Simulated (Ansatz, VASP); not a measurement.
**CaO: VASP beside Ansatz**

```
CELL_PARAMETERS angstrom
0.00000 2.42129 2.42129
2.42129 0.00000 2.42129
2.42129 2.42129 0.00000
ATOMIC_POSITIONS crystal
Ca 0.00000 0.00000 0.00000
O 0.50000 0.50000 0.50000
```

Alike in both runs: task single point; functional r2SCAN; k mesh 8 × 8 × 8; no spin polarisation.

|  | VASP | Ansatz |
| --- | --- | --- |
| version | VASP 6.6.1 | Ansatz 0.2.0 |
| potentials or method | VASP PAW PBE potentials, release 64 (Ca_sv, O_h) | plane waves, PAW |
| plane-wave cutoff (eV) | 910 | 500 |
| occupations | gaussian, width 0.01 eV | fixed |
| valence electrons in the cell | 16 | 16 |

```tsv
	VASP	Ansatz	Ansatz less VASP
gap on the k mesh at the Fermi level (eV)	4.20	4.20	+0.006
```

VASP's potentials were made for PBE, not for r2SCAN.

Noted on VASP's run: the cutoff is short for stress, so the pressure is rough.
